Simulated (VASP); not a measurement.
# BaTiO3 (P4/mmm) in VASP: a series of runs, part 2 of 2

VASP 6.6.1. Earlier steps stand in the parts before.

**4. Single point, LDA (equal xx and yy strain of +3 %)**

File INCAR:

```
PREC     = Accurate       # precision mode
ENCUT    = 520            # plane-wave cutoff, eV
EDIFF    = 1E-6           # SCF threshold, eV
ISMEAR   = -1             # smearing method
SIGMA    = 0.05           # smearing width, eV
LREAL    = False          # projectors in reciprocal space
LASPH    = True           # aspherical terms in the spheres
NELM     = 80             # most SCF steps
ALGO     = Normal         # electronic algorithm
ISIF     = 2              # what is computed and relaxed
LWAVE    = False          # write WAVECAR
LCHARG   = False          # write CHGCAR
GGA      = CA             # functional
NBANDS   = 28             # bands
```

File KPOINTS:

```
Automatic mesh
0
Gamma
  8 8 8
```

File POSCAR:

```
BaTiO3
1.0
    4.1275190000      0.0000000000      0.0000000000
    0.0000000000      4.1275190000      0.0000000000
    0.0000000000      0.0000000000      4.0073000000
Ba Ti O
1 1 3
Direct
    0.5000000000      0.5000000000      0.5000000000
    0.0000000000      0.0000000000      0.0000000000
    0.5000000000      0.0000000000      0.0000000000
    0.0000000000      0.5000000000      0.0000000000
    0.0000000000      0.0000000000      0.5000000000
```

Potentials or basis: VASP PAW LDA potentials, release 64 (Ba_sv, Ti_sv, O).

Launch:

```bash
$ cat potpaw_LDA.64/Ba_sv/POTCAR potpaw_LDA.64/Ti_sv/POTCAR potpaw_LDA.64/O/POTCAR > POTCAR
$ mpirun -np 1 vasp_std > vasp.out
```

OUTCAR:

```text
PREC = Accurate
   ENCUT = 520
   EDIFF = 1E-6
   ISMEAR = -1
   LREAL = False
   LASPH = True
   NELM = 80
   ISIF = 2
   GGA = CA

 ion  position               nearest neighbor table
   1  0.500  0.500  0.500-   3 2.88   4 2.88   3 2.88   4 2.88   3 2.88   3 2.88   4 2.88   4 2.88
                             5 2.92   5 2.92   5 2.92   5 2.92   2 3.54   2 3.54   2 3.54   2 3.54
   2  0.000  0.000  0.000-   5 2.00   5 2.00   3 2.06   4 2.06   4 2.06   3 2.06   1 3.54   1 3.54
                             1 3.54   1 3.54   1 3.54   1 3.54   1 3.54   1 3.54
   3  0.500  0.000  0.000-   2 2.06   2 2.06   1 2.88   1 2.88   1 2.88   1 2.88
   4  0.000  0.500  0.000-   2 2.06   2 2.06   1 2.88   1 2.88   1 2.88   1 2.88
   5  0.000  0.000  0.500-   2 2.00   2 2.00   1 2.92   1 2.92   1 2.92   1 2.92

  LATTYP: Found a simple tetragonal cell.
 ALAT       =     4.1275190000
 C/A-ratio  =     0.9708737864

  Lattice vectors:

 A1 = (   4.1275190000,   0.0000000000,   0.0000000000)
 A2 = (   0.0000000000,   4.1275190000,   0.0000000000)
 A3 = (   0.0000000000,   0.0000000000,   4.0073000000)

Analysis of symmetry for initial positions (statically):
=====================================================================
 Subroutine PRICEL returns:
 Original cell was already a primitive cell.

 Routine SETGRP: Setting up the symmetry group for a
 simple tetragonal supercell.

 Subroutine GETGRP returns: Found 16 space group operations
 (whereof 16 operations were pure point group operations)
 out of a pool of 16 trial point group operations.

The static configuration has the point symmetry D_4h.

Analysis of symmetry for dynamics (positions and initial velocities):
=====================================================================
 Subroutine PRICEL returns:
 Original cell was already a primitive cell.

 Routine SETGRP: Setting up the symmetry group for a
 simple tetragonal supercell.

[... 124 lines left out ...]
   EFERMI =   0.00;   METHOD = LEGACY
   ISMEAR =    -1;   SIGMA  =   0.05  broadening in eV -4-tet -1-fermi 0-gaus
   EFERMI_NEDOS =   21; number of points for ismear=-14 and -15
   IALGO  =     38    algorithm
   IMIX   =      4    mixing-type and parameters
     AMIX     =   0.40;   BMIX     =  1.00
     AMIX_MAG =   1.60;   BMIX_MAG =  1.00
  volume/ion in A,a.u.               =      13.65        92.14
  Fermi-wavevector in a.u.,A,eV,Ry     =   1.369887  2.588712 25.532571  1.876591
  Thomas-Fermi vector in A             =   2.495723
   LORBIT       =      0    0 simple, 1 ext, 2 COOP (PROOUT), +10 PAW based schemes
   GGA     = CA    functional components
   LHFCALC =     F    Hartree Fock is set to
   AEXX    =    0.0000 exact exchange contribution
   IVDW    =     0    specifies the selected vdW correction
   LEPSILON=     F    determine dielectric tensor
   LRPA    =     F    only Hartree local field effects (RPA)
 non-spin polarized calculation
  energy-cutoff  :      520.00
  volume of cell :       68.27
 maximum number of plane-waves:      1864
 NGX is ok and might be reduce to    32
   NGX = 15   NGY = 15   NGZ = 15

 number of electron      40.0000007 magnetization

 Free energy of the ion-electron system (eV)
  ---------------------------------------------------
  ext. energy  EPLUGINS =         0.00000000
  ---------------------------------------------------
  free energy    TOTEN  =       -43.79420291 eV

  energy without entropy =      -43.79420289  energy(sigma->0) =      -43.79420290

 E-fermi :   3.8309     XC(G=0): -11.4190

 val. band max:        3.0665167797   @ k =   0.5000   0.5000   0.5000
 cond. band min:       4.5521149911   @ k =   0.0000   0.0000   0.0000
 fundamental gap:      1.4855982115
 Fermi energy:         3.8308521287

 k-point     1 :       0.0000    0.0000    0.0000
  band No.  band energies     occupation
      1     -53.0895      2.00000
      2     -29.6785      2.00000
      3     -29.6688      2.00000
      4     -29.6688      2.00000
      5     -21.7633      2.00000
      6     -13.4139      2.00000
[... 733 lines left out ...]
     27      10.5138      0.00000
     28      11.5015      0.00000

 [... further k-points ...]
[... 5 lines left out ...]
  --------------------------------------------------------------------------------------
  -------------------------------------------------------------------------------------
  Total       -7.1903282     -7.1903282     -5.3899194      0.0000000      0.0000000      0.0000000
  in kB     -168.7443656   -168.7443656   -126.4919351      0.0000000      0.0000000      0.0000000
  external PRESSURE =    -154.6602221 kB  Pullay stress =       0.0000000 kB

 VOLUME and BASIS-vectors are now :
 -----------------------------------------------------------------------------
  energy-cutoff  :      520.00
  volume of cell :       68.27
      direct lattice vectors                 reciprocal lattice vectors
     4.127519000  0.000000000  0.000000000     0.242276292  0.000000000  0.000000000
     0.000000000  4.127519000  0.000000000     0.000000000  0.242276292  0.000000000
     0.000000000  0.000000000  4.007300000     0.000000000  0.000000000  0.249544581

 POSITION                                       TOTAL-FORCE (eV/Angst)
 -----------------------------------------------------------------------------------
      2.06376      2.06376      2.00365         0.000000      0.000000      0.000000
      0.00000      0.00000      0.00000         0.000000      0.000000      0.000000
      2.06376      0.00000      0.00000         0.000000      0.000000      0.000000
      0.00000      2.06376      0.00000         0.000000      0.000000      0.000000
      0.00000      0.00000      2.00365         0.000000      0.000000      0.000000
 -----------------------------------------------------------------------------------
    total drift:                                0.000000      0.000000     -0.000000

  FREE ENERGIE OF THE ION-ELECTRON SYSTEM (eV)
  ---------------------------------------------------
  free  energy   TOTEN  =       -43.7942029061 eV

  energy  without entropy=      -43.7942028868  energy(sigma->0) =      -43.79420290
```

OSZICAR:

```text
N       E                     dE             d eps       ncg     rms          rms(c)
DAV:   1     0.411777082015E+03    0.41178E+03   -0.20310E+04  4200   0.149E+03
DAV:   2    -0.129128535047E+02   -0.42469E+03   -0.40561E+03  4864   0.407E+02
DAV:   3    -0.526325515807E+02   -0.39720E+02   -0.39346E+02  4796   0.129E+02
DAV:   4    -0.547483402769E+02   -0.21158E+01   -0.21117E+01  6796   0.260E+01
DAV:   5    -0.547857978868E+02   -0.37458E-01   -0.37449E-01  5332   0.336E+00    0.214E+01
DAV:   6    -0.444276630138E+02    0.10358E+02   -0.60597E+01  5952   0.627E+01    0.106E+01
DAV:   7    -0.441286637630E+02    0.29900E+00   -0.12690E+01  5636   0.252E+01    0.623E+00
DAV:   8    -0.438712758264E+02    0.25739E+00   -0.68166E-01  5172   0.659E+00    0.362E+00
DAV:   9    -0.438595252990E+02    0.11751E-01   -0.69635E-01  6148   0.694E+00    0.226E+00
DAV:  10    -0.437998831538E+02    0.59642E-01   -0.31163E-01  5092   0.490E+00    0.579E-01
DAV:  11    -0.437945323216E+02    0.53508E-02   -0.25933E-02  5068   0.980E-01    0.232E-01
DAV:  12    -0.437942734386E+02    0.25888E-03   -0.20378E-03  5408   0.370E-01    0.836E-02
DAV:  13    -0.437943480139E+02   -0.74575E-04   -0.36857E-04  5908   0.136E-01    0.952E-02
DAV:  14    -0.437942115300E+02    0.13648E-03   -0.23671E-04  5252   0.144E-01    0.220E-02
DAV:  15    -0.437942036441E+02    0.78859E-05   -0.21791E-05  6560   0.326E-02    0.803E-03
DAV:  16    -0.437942029061E+02    0.73796E-06   -0.32377E-06  4120   0.108E-02
   1 F= -.43794203E+02 E0= -.43794203E+02  d E =-.193652E-07
```

stdout:

```text
POSCAR found type information on POSCAR BaTiO
 POSCAR found :  3 types and       5 ions
 scaLAPACK will be used
 LDA part: xc-table for (Slater(with rela. corr.)+CA(PZ))
 , standard interpolation
 POSCAR, INCAR and KPOINTS ok, starting setup
 FFT: planning ... GRIDC
 FFT: planning ... GRID_SOFT
 FFT: planning ... GRID
 WAVECAR not read
 entering main loop
```

Wall time 2.2 min (1 thread of Intel Xeon Platinum 8488C (Sapphire Rapids), shared host); peak memory 0.26 GiB.

What came out:

```
Free energy            : -43.7942 eV
Pressure               : -15.5 GPa
Band gap on the k mesh : 1.49 eV (least direct gap 1.68 eV)
```

Caveat: the cell differs from its parent crystal (equal xx and yy strain of +3 %); the cell stands under tension; spin-orbit coupling is left out, which moves the levels of the heavy elements. A k mesh can miss the band edges.

**5. The runs side by side**

```tsv
cell	gap on the mesh (eV)	pressure (GPa)
a = 3.927, b = 3.927, c = 4.007 Å, 5 atoms	1.68	-0.2
a = 4.087, b = 4.087, c = 4.007 Å, 5 atoms	1.54	-13.1
a = 4.128, b = 4.128, c = 4.007 Å, 5 atoms	1.49	-15.5
```

Alike in all rows: task single point; level LDA; potentials or basis VASP PAW LDA potentials, release 64 (Ba_sv, Ti_sv, O); no spin polarisation; k mesh 8 × 8 × 8; cutoff (eV) 520; smearing fermi-dirac 0.05 eV.

Caveats: spin-orbit coupling is left out, which moves the levels of the heavy elements; the cell stands under tension (at least some runs).

Total energies depend on the potentials used, so only differences within one code and one set of settings carry meaning.
